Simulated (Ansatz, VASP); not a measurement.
# One calculation of HfO2, two programs

File POSCAR:

```
HfO2
1.0
    0.0000000000      2.6004421580      2.3924067854
    2.6004421580      0.0000000000      2.3924067854
    2.6004421580      2.6004421580      0.0000000000
Hf O
1 2
Direct
    0.0000000000      0.0000000000      0.0000000000
    0.2500000000      0.2500000000      0.2500000000
    0.7500000000      0.7500000000      0.7500000000
```

INCAR.step1

```
SYSTEM = HfO2
ALGO = Normal ; EDIFF = 1E-4
ENCUT = 520 ; GGA = PE
ISMEAR = 0 ; LASPH = .TRUE.
LCHARG = .FALSE. ; LREAL = .FALSE.
LWAVE = .TRUE. ; NBANDS = 18
NELM = 60 ; PREC = Accurate
SIGMA = 0.05
```

Contents of INCAR.step2:

```
SYSTEM = HfO2
ALGO = Normal ; EDIFF = 1E-7
ENCUT = 520 ; ISIF = 2
ISMEAR = 0 ; ISTART = 1
LASPH = .TRUE. ; LCHARG = .FALSE.
LMIXTAU = .TRUE. ; LREAL = .FALSE.
LWAVE = .FALSE. ; METAGGA = R2SCAN
NBANDS = 18 ; NELM = 60
PREC = Accurate ; SIGMA = 0.05
```

File KPOINTS:

```
k-points
0
G
  8 8 8
  0 0 0
```

Input for Ansatz:

```yaml
crystal:
  lattice:
    - [0.0, 2.600442158, 2.3924067854]
    - [2.600442158, 0.0, 2.3924067854]
    - [2.600442158, 2.600442158, 0.0]
  atoms:
    - { symbol: Hf, position: [0.0, 0.0, 0.0] }
    - { symbol: O, position: [0.25, 0.25, 0.25] }
    - { symbol: O, position: [0.75, 0.75, 0.75] }
basis:
  ecutwfc: 500
kpoints:
  mp_grid: { grid: [8, 8, 8] }
hamiltonian:
  xc: r2scan
scf:
  occupations: { method: gaussian, width: 0.05 }
output:
  forces: true
  stress: true
  eigenvalues: true
```

Alike in both runs: task single point; functional r2SCAN; k mesh 8 × 8 × 8; occupations gaussian, width 0.05 eV; no spin polarisation.

|  | VASP | Ansatz |
| --- | --- | --- |
| version | VASP 6.6.1 | Ansatz 0.2.0 |
| potentials or method | VASP PAW PBE potentials, release 64 (Hf_pv, O), cutoff 520 eV | scalar-relativistic, plane waves, PAW |
| valence electrons in the cell | 22 | 38 |

|  | VASP | Ansatz | Ansatz less VASP |
| --- | --- | --- | --- |
| gap on the k mesh at the Fermi level (eV) | 3.24 | 3.26 | +0.014 |
| least direct gap on the mesh (eV) | 3.50 | 3.51 | +0.004 |
| pressure (GPa) | -3.6 | 0.4 | +3.95 |
| traceless stress, the component that is largest in VASP (GPa) | 27.82 | 27.38 | -0.439 |

VASP's potentials were made for PBE, not for r2SCAN. The functional is the same, so the differences come from potentials, cutoffs and numerics. VASP's potentials hold 22 valence electrons a cell and Ansatz's 38, so a difference there can come from the potentials and not from the codes.

Neither program's run includes spin-orbit coupling.
